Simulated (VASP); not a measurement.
# Ti3Al in VASP: a series of runs, part 2 of 2

VASP 6.6.1.

### 3 Single point, LDA

INCAR

```
SYSTEM = Ti3Al
ALGO     = Normal         ! electronic algorithm
EDIFF    = 1E-6           ! SCF threshold, eV
ENCUT    = 400            ! plane-wave cutoff, eV
GGA      = CA             ! functional
GGA_COMPAT= .FALSE.      
ISIF     = 2              ! what is computed and relaxed
ISMEAR   = 1              ! smearing method
LASPH    = .TRUE.         ! aspherical terms in the spheres
LCHARG   = .FALSE.        ! write CHGCAR
LREAL    = .FALSE.        ! projectors in reciprocal space
LWAVE    = .FALSE.        ! write WAVECAR
NELM     = 120            ! most SCF steps
PREC     = Accurate       ! precision mode
SIGMA    = 0.1            ! smearing width, eV
```

KPOINTS

```
k-points
0
Gamma
  13 13 4
```

POSCAR

```
Ti3Al
1.0
    2.9275422229      0.0000000000      0.0000000000
   -1.4637711114      2.5353259357      0.0000000000
    0.0000000000      0.0000000000      9.2263620000
Ti Al
3 1
Direct
    0.3333333333      0.6666666667      0.2494060000
    0.3333333333      0.6666666667      0.7505940000
    0.6666666667      0.3333333333      0.0000000000
    0.6666666667      0.3333333333      0.5000000000
```

Potentials or basis: VASP PAW LDA potentials, release 64 (Ti_sv, Al).

Started as:

```
cat potpaw_LDA.64/Ti_sv/POTCAR potpaw_LDA.64/Al/POTCAR > POTCAR
mpirun -np 1 vasp_std > vasp.out
```

OUTCAR:

```text
SYSTEM = Ti3Al
   EDIFF = 1E-6
   ENCUT = 400
   GGA = CA
   ISIF = 2
   ISMEAR = 1
   LASPH = .TRUE.
   LREAL = .FALSE.
   NELM = 120
   PREC = Accurate

 Found     63 irreducible k-points:

 Following reciprocal coordinates:
            Coordinates               Weight
  0.000000  0.000000  0.000000      1.000000
  0.076923 -0.000000  0.000000      6.000000
  0.153846 -0.000000  0.000000      6.000000
  0.230769 -0.000000  0.000000      6.000000
  0.307692 -0.000000  0.000000      6.000000
  0.384615 -0.000000  0.000000      6.000000
   k-points           NKPTS =     63   k-points in BZ     NKDIM =     63   number of bands    NBANDS=     23
   number of dos      NEDOS =    301   number of ions     NIONS =      4
   total plane-waves  NPLWV =  24000
   dimension x,y,z NGX =    20 NGY =   20 NGZ =   60
   dimension x,y,z NGXF=    40 NGYF=   40 NGZF=  120
   ions per type =               3   1
   NGX,Y,Z   is equivalent  to a cutoff of  11.36, 11.36, 10.81 a.u.
   NGXF,Y,Z  is equivalent  to a cutoff of  22.71, 22.71, 21.62 a.u.
 SYSTEM =  Ti3Al
   PREC   = accura    normal or accurate (medium, high low for compatibility)
   ISTART =      0    job   : 0-new  1-cont  2-samecut
   ICHARG =      2    charge: 1-file 2-atom 10-const
   ISPIN  =      1    spin polarized calculation?
   LNONCOLLINEAR =      F non collinear calculations
   LSORBIT =      F    spin-orbit coupling
   LASPH  =      T    aspherical Exc in radial PAW
   ENCUT  =  400.0 eV  29.40 Ry    5.42 a.u.   4.77  4.77 15.05*2*pi/ulx,y,z
   NELM   =    120;   NELMIN=  2; NELMDL= -5     # of ELM steps
   EDIFF  = 0.1E-05   stopping-criterion for ELM
   LREAL  =      F    real-space projection
   EDIFFG = 0.1E-04   stopping-criterion for IOM
   NSW    =      0    number of steps for IOM
   IBRION =     -1    ionic relax: 0-MD 1-quasi-New 2-CG
   NFREE  =      0    steps in history (QN), initial steepest desc. (CG)
   ISIF   =      2    stress and relaxation
   ISYM   =      2    0-nonsym 1-usesym 2-fastsym
   POTIM  = 0.5000    time-step for ionic-motion
   TEBEG  =    0.0;   TEEND  =   0.0 temperature during run

   SCALEE = 1.0000    scale energy and forces
   PSTRESS=    0.0 pullay stress
   NELECT =      39.0000    total number of electrons
   NUPDOWN=      -1.0000    fix difference up-down
   EMIN   =  10.00;   EMAX   =-10.00  energy-range for DOS
   EFERMI =   0.00;   METHOD = LEGACY
   ISMEAR =     1;   SIGMA  =   0.10  broadening in eV -4-tet -1-fermi 0-gaus
   EFERMI_NEDOS =   21; number of points for ismear=-14 and -15
   IALGO  =     38    algorithm
   IMIX   =      4    mixing-type and parameters
     AMIX     =   0.40;   BMIX     =  1.00
     AMIX_MAG =   1.60;   BMIX_MAG =  1.00
  volume/ion in A,a.u.               =      17.12       115.53
  Fermi-wavevector in a.u.,A,eV,Ry     =   1.356981  2.564323 25.053746  1.841398
  Thomas-Fermi vector in A             =   2.483938
   LORBIT       =      0    0 simple, 1 ext, 2 COOP (PROOUT), +10 PAW based schemes
   GGA     = CA    functional components
   LHFCALC =     F    Hartree Fock is set to
   AEXX    =    0.0000 exact exchange contribution
   IVDW    =     0    specifies the selected vdW correction
   LEPSILON=     F    determine dielectric tensor
   LRPA    =     F    only Hartree local field effects (RPA)

   CSHIFT  =0.1000    complex shift for real part using Kramers Kronig

   OMEGAMAX=  -1.0    maximum frequency
 non-spin polarized calculation
 Methfessel and Paxton  Order N= 1 SIGMA  =   0.10
  energy-cutoff  :      400.00
  volume of cell :       68.48
 maximum number of plane-waves:      1256
 NGX is ok and might be reduce to    20
   NGX =  9   NGY =  9   NGZ = 31

 number of electron      38.9999988 magnetization

 Free energy of the ion-electron system (eV)
  ---------------------------------------------------
  ext. energy  EPLUGINS =         0.00000000
  ---------------------------------------------------
  free energy    TOTEN  =       -30.21944477 eV

  energy without entropy =      -30.21621769  energy(sigma->0) =      -30.21836908

 E-fermi :   7.7507     XC(G=0): -11.4479

 val. band max:        7.7457054106   @ k =   0.3077   0.3077   0.5000
 cond. band min:       7.7558223646   @ k =   0.3077  -0.0000   0.5000
 fundamental gap:      0.0101169539
 Fermi energy:         7.7506905997

 k-point     1 :       0.0000    0.0000    0.0000
  band No.  band energies     occupation
      1     -48.2692      2.00000
      2     -48.2151      2.00000
      3     -48.1557      2.00000
      4     -25.1858      2.00000
      5     -24.9270      2.00000
      6     -24.6326      2.00000
[... 15 lines left out ...]
     22       8.6422     -0.00000
     23       8.6422     -0.00000

 k-point     2 :       0.0769   -0.0000    0.0000
  band No.  band energies     occupation
      1     -48.2631      2.00000
      2     -48.2105      2.00000
      3     -48.1528      2.00000
      4     -25.1757      2.00000
      5     -24.9272      2.00000
      6     -24.6481      2.00000
[... 15 lines left out ...]
     22       8.6587     -0.00000
     23       8.7285     -0.00000

 k-point     3 :       0.1538   -0.0000    0.0000
  band No.  band energies     occupation
      1     -48.2464      2.00000
      2     -48.1977      2.00000
      3     -48.1446      2.00000
      4     -25.1475      2.00000
      5     -24.9325      2.00000
      6     -24.7059      2.00000
[... 15 lines left out ...]
     22       8.7844     -0.00000
     23       8.9285     -0.00000

 k-point     4 :       0.2308   -0.0000    0.0000
  band No.  band energies     occupation
      1     -48.2219      2.00000
      2     -48.1798      2.00000
      3     -48.1336      2.00000
      4     -25.1090      2.00000
      5     -24.9593      2.00000
      6     -24.7982      2.00000
[... 15 lines left out ...]
     22       8.6126     -0.00000
     23       8.9870     -0.00000

 k-point     5 :       0.3077   -0.0000    0.0000
  band No.  band energies     occupation
      1     -48.1947      2.00000
      2     -48.1611      2.00000
      3     -48.1236      2.00000
      4     -25.0805      2.00000
      5     -25.0230      2.00000
      6     -24.8861      2.00000
[... 15 lines left out ...]
     22       8.5085     -0.00000
     23       8.8548     -0.00000

 k-point     6 :       0.3846   -0.0000    0.0000
  band No.  band energies     occupation
      1     -48.1701      2.00000
      2     -48.1455      2.00000
      3     -48.1169      2.00000
      4     -25.0978      2.00000
      5     -25.0954      2.00000
      6     -24.9721      2.00000
[... 15 lines left out ...]
     22       8.6820     -0.00000
     23       8.7123     -0.00000

 [... further k-points ...]
[... 5 lines left out ...]
  --------------------------------------------------------------------------------------
  -------------------------------------------------------------------------------------
  Total       -3.2606416     -3.2606416     -3.2524767     -0.0000000      0.0000000      0.0000000
  in kB      -76.2862367    -76.2862367    -76.0952102     -0.0000000      0.0000000      0.0000000
  external PRESSURE =     -76.2225612 kB  Pullay stress =       0.0000000 kB

 VOLUME and BASIS-vectors are now :
 -----------------------------------------------------------------------------
  energy-cutoff  :      400.00
  volume of cell :       68.48
      direct lattice vectors                 reciprocal lattice vectors
     2.927542223  0.000000000  0.000000000     0.341583459  0.197213302  0.000000000
    -1.463771111  2.535325936  0.000000000     0.000000000  0.394426604  0.000000000
     0.000000000  0.000000000  9.226362000     0.000000000  0.000000000  0.108385082

 POSITION                                       TOTAL-FORCE (eV/Angst)
 -----------------------------------------------------------------------------------
     -0.00000      1.69022      2.30111        -0.000000      0.000000     -0.127376
     -0.00000      1.69022      6.92525        -0.000000     -0.000000      0.127376
      1.46377      0.84511      0.00000         0.000000     -0.000000      0.000000
      1.46377      0.84511      4.61318         0.000000     -0.000000      0.000000
 -----------------------------------------------------------------------------------
    total drift:                                0.000000     -0.000000     -0.000000

  FREE ENERGIE OF THE ION-ELECTRON SYSTEM (eV)
  ---------------------------------------------------
  free  energy   TOTEN  =       -30.2194447689 eV

  energy  without entropy=      -30.2162176941  energy(sigma->0) =      -30.21836908
```

Run time: 36 s. Hardware: 1 thread of Intel Xeon 6975P-C (Granite Rapids), shared host; peak memory 0.17 GiB.

Results:

```yaml
Free_energy: -30.2194 eV
Pressure: -7.6 GPa
Largest_force: 0.127 eV/Å
Band_gap_on_the_k_mesh: zero (an odd number of electrons rules out a gap without spin polarisation)
```

Forces in eV/Å, atoms in the order of the input:
```
Ti   0.000  0.000 -0.127
Ti   0.000  0.000  0.127
Ti   0.000  0.000  0.000
Al   0.000  0.000  0.000
```

Caveat: the cell stands under tension.
